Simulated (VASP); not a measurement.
# SrCl2 in VASP: settings compared

SrCl2 is run at these levels: PBE, r2SCAN; tasks: single point.

Program: VASP 6.6.1. These are calculated values, not measurements. Logs are shortened: lines on timing, memory, paths and dates and some standing lists are left out, and cuts for length are marked.

## 1. The cell of the first run

It takes space group Fm-3m (No. 225, cubic). Conventional cell: a = 6.856 Å, b = 6.856 Å, c = 6.856 Å, α = 90.00°, β = 90.00°, γ = 90.00°. Within 3.9 Å of Sr (site symmetry m-3m) lie 8 Cl at 2.97 Å. Within 3.9 Å of Cl (site symmetry -43m) lie 4 Sr at 2.97 Å and 6 Cl at 3.43 Å.

## 2. Single point, PBE (strain -2.0%)

INCAR

```
PREC = Accurate
ENCUT = 520
EDIFF = 1E-6
ISMEAR = -1
SIGMA = 0.02
LREAL = False
LASPH = True
NELM = 100
ALGO = Normal
ISIF = 2
LWAVE = False
LCHARG = False
GGA = PE
NBANDS = 19
```

KPOINTS

```
Automatic mesh
0
Gamma
  6 6 6
```

POSCAR

```
SrCl2
1.0
    0.0000000000      3.4277637231      3.4277637231
    3.4277637231      0.0000000000      3.4277637231
    3.4277637231      3.4277637231      0.0000000000
Sr Cl
1 2
Direct
    0.0000000000      0.0000000000      0.0000000000
    0.2500000000      0.2500000000      0.2500000000
    0.7500000000      0.7500000000      0.7500000000
```

Potentials or basis: VASP PAW PBE potentials, release 64 (Sr_sv, Cl).

The run is started by

```sh
> cat potpaw_PBE.64/Sr_sv/POTCAR potpaw_PBE.64/Cl/POTCAR > POTCAR
> mpirun -np 1 vasp_std > vasp.out
```

OUTCAR:

```text
PREC = Accurate
   ENCUT = 520
   EDIFF = 1E-6
   ISMEAR = -1
   LREAL = False
   LASPH = True
   NELM = 100
   ISIF = 2
   GGA = PE

 ion  position               nearest neighbor table
   1  0.000  0.000  0.000-   3 2.97   3 2.97   3 2.97   2 2.97   3 2.97   2 2.97   2 2.97   2 2.97

   2  0.250  0.250  0.250-   1 2.97   1 2.97   1 2.97   1 2.97
   3  0.750  0.750  0.750-   1 2.97   1 2.97   1 2.97   1 2.97

  LATTYP: Found a face centered cubic cell.
 ALAT       =     6.8555274462

  Lattice vectors:

 A1 = (   0.0000000000,   3.4277637231,   3.4277637231)
 A2 = (   3.4277637231,   0.0000000000,   3.4277637231)
 A3 = (   3.4277637231,   3.4277637231,   0.0000000000)

Analysis of symmetry for initial positions (statically):
=====================================================================
 Subroutine PRICEL returns:
 Original cell was already a primitive cell.

 Routine SETGRP: Setting up the symmetry group for a
 face centered cubic supercell.

 Subroutine GETGRP returns: Found 48 space group operations
 (whereof 48 operations were pure point group operations)
 out of a pool of 48 trial point group operations.

The static configuration has the point symmetry O_h .

Analysis of symmetry for dynamics (positions and initial velocities):
=====================================================================
 Subroutine PRICEL returns:
 Original cell was already a primitive cell.

 Routine SETGRP: Setting up the symmetry group for a
 face centered cubic supercell.

 Subroutine GETGRP returns: Found 48 space group operations
 (whereof 48 operations were pure point group operations)
 out of a pool of 48 trial point group operations.

The dynamic configuration has the point symmetry O_h .

 Subroutine INISYM returns: Found 48 space group operations
 (whereof 48 operations are pure point group operations),
 and found     1 'primitive' translations

----------------------------------------------------------------------------------------

                                     Primitive cell

  volume of cell :      80.5495

  direct lattice vectors                    reciprocal lattice vectors
     0.000000000  3.427763723  3.427763723    -0.145867697  0.145867697  0.145867697
     3.427763723  0.000000000  3.427763723     0.145867697 -0.145867697  0.145867697
     3.427763723  3.427763723  0.000000000     0.145867697  0.145867697 -0.145867697

  length of vectors
     4.847589946  4.847589946  4.847589946     0.252650262  0.252650262  0.252650262

  position of ions in fractional coordinates (direct lattice)
     0.000000000  0.000000000  0.000000000
     0.250000000  0.250000000  0.250000000
     0.750000000  0.750000000  0.750000000

  ion indices of the primitive-cell ions
   primitive index   ion index
                 1           1
                 2           2
                 3           3

----------------------------------------------------------------------------------------

 KPOINTS: Automatic mesh

Automatic generation of k-mesh.
 Grid dimensions read from file:
 generate k-points for:    6    6    6

 Generating k-lattice:

  Cartesian coordinates                     Fractional coordinates (reciprocal lattice)
    -0.024311283  0.024311283  0.024311283     0.166666667  0.000000000  0.000000000
     0.024311283 -0.024311283  0.024311283     0.000000000  0.166666667  0.000000000
     0.024311283  0.024311283 -0.024311283     0.000000000  0.000000000  0.166666667

  Length of vectors
     0.042108377  0.042108377  0.042108377

  Shift w.r.t. Gamma in fractional coordinates (k-lattice)
     0.000000000  0.000000000  0.000000000

 Subroutine IBZKPT returns following result:
 ===========================================

 Found     16 irreducible k-points:

 Following reciprocal coordinates:
            Coordinates               Weight
  0.000000  0.000000  0.000000      1.000000
  0.166667  0.000000  0.000000      8.000000
  0.333333  0.000000  0.000000      8.000000
  0.500000  0.000000  0.000000      4.000000
  0.166667  0.166667  0.000000      6.000000
  0.333333  0.166667  0.000000     24.000000
[... 8 lines left out ...]
 -0.333333  0.333333  0.166667     24.000000
 -0.333333  0.500000  0.166667     12.000000
   k-points           NKPTS =     16   k-points in BZ     NKDIM =     16   number of bands    NBANDS=     19
   number of dos      NEDOS =    301   number of ions     NIONS =      3
   total plane-waves  NPLWV =  46656
   dimension x,y,z NGX =    36 NGY =   36 NGZ =   36
   dimension x,y,z NGXF=    72 NGYF=   72 NGZF=   72
   ions per type =               1   2
   NGX,Y,Z   is equivalent  to a cutoff of  12.35, 12.35, 12.35 a.u.
   NGXF,Y,Z  is equivalent  to a cutoff of  24.69, 24.69, 24.69 a.u.
 SYSTEM =  unknown system
   PREC   = accura    normal or accurate (medium, high low for compatibility)
   ISTART =      0    job   : 0-new  1-cont  2-samecut
   ICHARG =      2    charge: 1-file 2-atom 10-const
[... 40 lines left out ...]

 Free energy of the ion-electron system (eV)
  ---------------------------------------------------
  ext. energy  EPLUGINS =         0.00000000
  ---------------------------------------------------
  free energy    TOTEN  =       -12.72228524 eV

  energy without entropy =      -12.72228524  energy(sigma->0) =      -12.72228524

 E-fermi :   1.0422     XC(G=0):  -8.5119

 val. band max:        0.5094999874   @ k =   0.5000   0.5000   0.0000
 cond. band min:       5.9855418673   @ k =   0.5000   0.5000   0.0000
 fundamental gap:      5.4760418800
 Fermi energy:         1.0421712637

 k-point     1 :       0.0000    0.0000    0.0000
  band No.  band energies     occupation
      1     -32.2102      2.00000
      2     -14.2264      2.00000
      3     -14.2264      2.00000
      4     -14.2264      2.00000
      5     -12.9659      2.00000
      6     -12.0033      2.00000
[... 11 lines left out ...]
     18       9.6318      0.00000
     19      10.1403      0.00000

 k-point     2 :       0.1667    0.0000    0.0000
  band No.  band energies     occupation
      1     -32.2091      2.00000
      2     -14.3580      2.00000
      3     -14.2309      2.00000
      4     -14.2309      2.00000
      5     -12.7658      2.00000
      6     -12.0671      2.00000
[... 11 lines left out ...]
     18       9.4209      0.00000
     19      10.5935      0.00000

 k-point     3 :       0.3333    0.0000    0.0000
  band No.  band energies     occupation
      1     -32.2069      2.00000
      2     -14.5452      2.00000
      3     -14.2399      2.00000
      4     -14.2399      2.00000
      5     -12.5299      2.00000
      6     -12.0932      2.00000
[... 11 lines left out ...]
     18       9.2984      0.00000
     19       9.8775      0.00000

 k-point     4 :       0.5000    0.0000    0.0000
  band No.  band energies     occupation
      1     -32.2057      2.00000
      2     -14.6177      2.00000
      3     -14.2444      2.00000
      4     -14.2444      2.00000
      5     -12.5204      2.00000
      6     -12.0122      2.00000
[... 11 lines left out ...]
     18       9.3696      0.00000
     19       9.6753      0.00000

 k-point     5 :       0.1667    0.1667    0.0000
  band No.  band energies     occupation
      1     -32.2087      2.00000
      2     -14.3894      2.00000
      3     -14.2372      2.00000
      4     -14.2372      2.00000
      5     -12.6927      2.00000
      6     -12.0959      2.00000
[... 11 lines left out ...]
     18       9.4028      0.00000
     19       9.7658      0.00000
[... 158 lines left out ...]
      2     -14.7010      2.00000
      3     -14.2695      2.00000
      4     -14.2695      2.00000
      5     -12.3524      2.00000
      6     -12.0139      2.00000
[... 11 lines left out ...]
     18       9.4274      0.00000
     19      10.7669      0.00000

 k-point    14 :       0.5000    0.3333    0.1667
  band No.  band energies     occupation
      1     -32.2054      2.00000
      2     -14.5667      2.00000
      3     -14.3542      2.00000
      4     -14.2549      2.00000
      5     -12.2362      2.00000
      6     -12.2158      2.00000
[... 11 lines left out ...]
     18       9.5399      0.00000
     19      10.5695      0.00000

 k-point    15 :      -0.3333    0.3333    0.1667
  band No.  band energies     occupation
      1     -32.2046      2.00000
      2     -14.5361      2.00000
      3     -14.4467      2.00000
      4     -14.2610      2.00000
      5     -12.2460      2.00000
      6     -12.1253      2.00000
[... 11 lines left out ...]
     18      10.0015      0.00000
     19      10.6161      0.00000

 k-point    16 :      -0.3333    0.5000    0.1667
  band No.  band energies     occupation
      1     -32.2043      2.00000
      2     -14.6063      2.00000
      3     -14.3930      2.00000
      4     -14.2699      2.00000
      5     -12.2520      2.00000
      6     -12.0851      2.00000
[... 11 lines left out ...]
     18      10.4348      0.00000
     19      10.8011      0.00000

------------------------ aborting loop because EDIFF is reached ----------------------------------------

  FORCE on cell =-STRESS in cart. coord.  units (eV):
  Direction    XX          YY          ZZ          XY          YZ          ZX
  --------------------------------------------------------------------------------------
  -------------------------------------------------------------------------------------
  Total        1.6804677      1.6804677      1.6804677      0.0000000      0.0000000     -0.0000000
  in kB       33.4255153     33.4255153     33.4255153      0.0000000      0.0000000     -0.0000000
  external PRESSURE =      33.4255153 kB  Pullay stress =       0.0000000 kB

 VOLUME and BASIS-vectors are now :
 -----------------------------------------------------------------------------
  energy-cutoff  :      520.00
  volume of cell :       80.55
      direct lattice vectors                 reciprocal lattice vectors
     0.000000000  3.427763723  3.427763723    -0.145867697  0.145867697  0.145867697
     3.427763723  0.000000000  3.427763723     0.145867697 -0.145867697  0.145867697
     3.427763723  3.427763723  0.000000000     0.145867697  0.145867697 -0.145867697

 POSITION                                       TOTAL-FORCE (eV/Angst)
 -----------------------------------------------------------------------------------
      0.00000      0.00000      0.00000         0.000000     -0.000000     -0.000000
      1.71388      1.71388      1.71388         0.000000     -0.000000     -0.000000
      5.14165      5.14165      5.14165        -0.000000      0.000000      0.000000
 -----------------------------------------------------------------------------------
    total drift:                                0.000000      0.000000      0.000000

  FREE ENERGIE OF THE ION-ELECTRON SYSTEM (eV)
  ---------------------------------------------------
  free  energy   TOTEN  =       -12.7222852390 eV

  energy  without entropy=      -12.7222852390  energy(sigma->0) =      -12.72228524
```

Wall time 15 s (1 thread of AMD EPYC 9R45 (Zen 5), shared host); peak memory 0.18 GiB.

Results:

* Free energy: -12.7223 eV
* Pressure: 3.3 GPa
* Band gap on the k mesh: 5.48 eV

Caveat: the cell differs from its parent crystal (strain -2.0%); the cell stands under pressure. A k mesh can miss the band edges.

## 3. Single point, PBE

This run uses another cell than the first one, of 28.53 Å³/atom.

INCAR

```
SYSTEM = SrCl2
  PREC = Accurate
  ENCUT = 520
  EDIFF = 1E-6
  ISMEAR = -1
  SIGMA = 0.02
  LREAL = .FALSE.
  LASPH = .TRUE.
  NELM = 80
  ALGO = Normal
  ISIF = 2
  LWAVE = .FALSE.
  LCHARG = .FALSE.
  GGA = PE
  NBANDS = 19
```

KPOINTS

```
Automatic mesh
0
G
  6 6 6
  0 0 0
```

POSCAR

```
SrCl2
1.0
    0.0000000000      3.4977180848      3.4977180848
    3.4977180848      0.0000000000      3.4977180848
    3.4977180848      3.4977180848      0.0000000000
Sr Cl
1 2
Direct
    0.0000000000      0.0000000000      0.0000000000
    0.2500000000      0.2500000000      0.2500000000
    0.7500000000      0.7500000000      0.7500000000
```

Potentials or basis: VASP PAW PBE potentials, release 64 (Sr_sv, Cl).

The run is started by

```sh
> cat potpaw_PBE.64/Sr_sv/POTCAR potpaw_PBE.64/Cl/POTCAR > POTCAR
> mpirun -np 1 vasp_std > vasp.out
```

Wall time 20 s (1 thread of AMD EPYC 9R45 (Zen 5), shared host); peak memory 0.2 GiB.

The run converged. Its results:

| Property | Result |
| --- | --- |
| Free energy | -12.7865 eV |
| Pressure | 0.8 GPa |
| Band gap on the k mesh | 5.31 eV (least direct gap 5.51 eV) |

Levels at points of the mesh, in eV from the valence-band top:
| k point | band 10 | band 11 | band 12 | band 13 | band 14 | band 15 |
| --- | --- | --- | --- | --- | --- | --- |
| (0.00, 0.00, 0.00) | -0.33 | -0.33 | -0.33 | 5.31 | 6.10 | 6.10 |
| (0.50, 0.00, 0.00) | -1.30 | -1.04 | -1.04 | 6.70 | 6.70 | 7.48 |
| (0.50, 0.50, 0.00) | -0.40 | -0.40 | 0.00 | 5.51 | 7.02 | 7.58 |

A k mesh can miss the band edges.

## 4. Single point, r2SCAN (strain -2.0%)

POSCAR

```
SrCl2
1.0
    0.0000000000      3.4277637231      3.4277637231
    3.4277637231      0.0000000000      3.4277637231
    3.4277637231      3.4277637231      0.0000000000
Sr Cl
1 2
Direct
    0.0000000000      0.0000000000      0.0000000000
    0.2500000000      0.2500000000      0.2500000000
    0.7500000000      0.7500000000      0.7500000000
```

INCAR.step1

```
SYSTEM = SrCl2
ALGO     = Normal         ! electronic algorithm
EDIFF    = 1E-4           ! SCF threshold, eV
ENCUT    = 520            ! plane-wave cutoff, eV
GGA      = PE             ! functional
ISMEAR   = 0              ! smearing method
LASPH    = .TRUE.         ! aspherical terms in the spheres
LCHARG   = .FALSE.        ! write CHGCAR
LREAL    = .FALSE.        ! projectors in reciprocal space
LWAVE    = .TRUE.         ! write WAVECAR
NBANDS   = 19             ! bands
NELM     = 100            ! most SCF steps
PREC     = Accurate       ! precision mode
SIGMA    = 0.01           ! smearing width, eV
```

INCAR.step2

```
SYSTEM = SrCl2
ALGO     = Normal         ! electronic algorithm
EDIFF    = 1E-7           ! SCF threshold, eV
ENCUT    = 520            ! plane-wave cutoff, eV
ISIF     = 2              ! what is computed and relaxed
ISMEAR   = 0              ! smearing method
ISTART   = 1            
LASPH    = .TRUE.         ! aspherical terms in the spheres
LCHARG   = .FALSE.        ! write CHGCAR
LMIXTAU  = .TRUE.       
LREAL    = .FALSE.        ! projectors in reciprocal space
LWAVE    = .FALSE.        ! write WAVECAR
METAGGA  = R2SCAN         ! meta-GGA
NBANDS   = 19             ! bands
NELM     = 100            ! most SCF steps
PREC     = Accurate       ! precision mode
SIGMA    = 0.01           ! smearing width, eV
```

KPOINTS

```
k-points
0
G
  6 6 6
  0 0 0
```

The run is started by

```sh
> cat potpaw_PBE.64/Sr_sv/POTCAR potpaw_PBE.64/Cl/POTCAR > POTCAR
> cp INCAR.step1 INCAR
> mpirun -np 1 vasp_std > vasp.out
> cp INCAR.step2 INCAR
> mpirun -np 1 vasp_std > vasp.out
```

It took 77 s on 1 thread of AMD EPYC 9R45 (Zen 5), shared host; peak memory 0.2 GiB.

The run converged. Its results:

- Free energy: -35.6546 eV
- Pressure: 2.7 GPa
- Band gap on the k mesh: 5.96 eV

Levels at points of the mesh, in eV from the valence-band top:
```csv
k point,band 10,band 11,band 12,band 13,band 14,band 15
"(0.00, 0.00, 0.00)",-0.37,-0.37,-0.37,6.17,6.66,6.66
"(0.50, 0.00, 0.00)",-1.45,-1.14,-1.14,7.33,7.33,8.30
"(0.50, 0.50, 0.00)",-0.44,-0.44,0.00,5.96,7.93,8.35
```

Caveat: the cell differs from its parent crystal (strain -2.0%); the PAW data sets were made with another functional, which shifts forces and pressure a little. A k mesh can miss the band edges.

## 5. Single point, PBE (epitaxial xy strain -3.0%)

INCAR

```
SYSTEM = SrCl2
  PREC = Accurate
  ENCUT = 520
  EDIFF = 1E-7
  ISMEAR = -1
  SIGMA = 0.02
  LREAL = .False.
  LASPH = .True.
  NELM = 80
  ALGO = Normal
  ISIF = 2
  LWAVE = .False.
  LCHARG = .False.
  GGA = PE
  NBANDS = 19
```

KPOINTS

```
Automatic mesh
0
Gamma
  6 6 6
  0 0 0
```

POSCAR

```
SrCl2
1.0
    0.0000000000      3.3927865422      3.5578080138
    3.3927865422      0.0000000000      3.5578080138
    3.3927865422      3.3927865422      0.0000000000
Sr Cl
1 2
Direct
    0.0000000000      0.0000000000      0.0000000000
    0.2500000000      0.2500000000      0.2500000000
    0.7500000000      0.7500000000      0.7500000000
```

The run is started by

```sh
> cat potpaw_PBE.64/Sr_sv/POTCAR potpaw_PBE.64/Cl/POTCAR > POTCAR
> mpirun -np 1 vasp_std > vasp.out
```

It took 33 s on 1 thread of AMD EPYC 9R45 (Zen 5), shared host; peak memory 0.21 GiB.

The run converged. Its results:

| Quantity | Value |
| --- | --- |
| Free energy | -12.7272 eV |
| Pressure | 2.6 GPa |
| Band gap on the k mesh | 5.26 eV (least direct gap 5.36 eV) |

Stress tensor (GPa, compression positive):
```
3.44 0.00 0.00
0.00 3.44 0.00
0.00 0.00 0.89
```

Levels at points of the mesh, in eV from the valence-band top:
```tsv
k point	band 10	band 11	band 12	band 13	band 14	band 15
(0.00, 0.00, 0.00)	-0.70	-0.33	-0.33	5.26	5.91	6.13
(0.50, 0.00, 0.00)	-1.50	-1.22	-1.19	6.58	6.66	7.49
(0.50, 0.50, 0.00)	-0.45	-0.45	-0.29	5.36	6.77	7.58
(0.50, 0.00, 0.50)	-0.78	-0.36	0.00	5.36	7.14	7.58
```

Caveat: the cell differs from its parent crystal (epitaxial xy strain -3.0%).

## 6. Single point, PBE (uniaxial x strain -2.5%)

INCAR

```
PREC = Accurate
ENCUT = 520
EDIFF = 1E-6
ISMEAR = -1
SIGMA = 0.02
LREAL = False
LASPH = True
NELM = 60
ALGO = Normal
ISIF = 2
LWAVE = False
LCHARG = False
GGA = PE
NBANDS = 19
```

KPOINTS

```
regular mesh
0
Gamma
  6 6 6
```

POSCAR

```
SrCl2
1.0
    0.0000000000      3.4977180848      3.4977180848
    3.4102751326      0.0000000000      3.4977180848
    3.4102751326      3.4977180848      0.0000000000
Sr Cl
1 2
Direct
    0.0000000000      0.0000000000      0.0000000000
    0.2500000000      0.2500000000      0.2500000000
    0.7500000000      0.7500000000      0.7500000000
```

Potentials or basis: VASP PAW PBE potentials, release 64 (Sr_sv, Cl).

The run is started by

```sh
> cat potpaw_PBE.64/Sr_sv/POTCAR potpaw_PBE.64/Cl/POTCAR > POTCAR
> mpirun -np 1 vasp_std > vasp.out
```

Run time: 28 s. Hardware: 1 thread of AMD EPYC 9R45 (Zen 5), shared host; peak memory 0.2 GiB.

It converged, with:

- Free energy: -12.7631 eV
- Pressure: 1.8 GPa
- Band gap on the k mesh: 5.27 eV (least direct gap 5.39 eV)

Stress tensor (GPa, compression positive):
```
2.67 0.00 0.00
0.00 1.32 0.00
0.00 0.00 1.32
```

Levels at points of the mesh, in eV from the valence-band top:
| k point | band 10 | band 11 | band 12 | band 13 | band 14 | band 15 |
| --- | --- | --- | --- | --- | --- | --- |
| (0.00, 0.00, 0.00) | -0.52 | -0.52 | -0.32 | 5.27 | 5.89 | 6.09 |
| (0.50, 0.00, 0.00) | -1.46 | -1.19 | -1.17 | 6.59 | 6.64 | 7.45 |
| (0.50, 0.50, 0.00) | -0.62 | -0.39 | -0.16 | 5.38 | 6.91 | 7.54 |
| (0.00, 0.50, 0.50) | -0.56 | -0.56 | 0.00 | 5.39 | 7.10 | 7.53 |

Caveat: the cell differs from its parent crystal (uniaxial x strain -2.5%). A k mesh can miss the band edges.

## 7. Summary

```csv
level,cell,smearing,gap on the mesh (eV),pressure (GPa)
PBE,"a = 4.848 Å, angles 60.0°, 3 atoms",fermi-dirac 0.02 eV,5.48,3.3
PBE,"a = 4.947 Å, angles 60.0°, 3 atoms",fermi-dirac 0.02 eV,5.31,0.8
r2SCAN,"a = 4.848 Å, angles 60.0°, 3 atoms",gaussian 0.01 eV,5.96,2.7
PBE,"a = 4.916, b = 4.916, c = 4.798 Å, angles 60.8, 60.8, 58.4°, 3 atoms",fermi-dirac 0.02 eV,5.26,2.6
PBE,"a = 4.947, b = 4.885, c = 4.885 Å, angles 60.8, 59.6, 59.6°, 3 atoms",fermi-dirac 0.02 eV,5.27,1.8
```

Alike in all rows: task single point; potentials or basis VASP PAW PBE potentials, release 64 (Sr_sv, Cl); no spin polarisation; k mesh 6 × 6 × 6; cutoff (eV) 520.

Caveats: the cell stands under pressure (at least some runs); the PAW data sets were made with another functional, which shifts forces and pressure a little (at least some runs).

Total energies depend on the potentials used, so only differences within one code and one set of settings carry meaning.
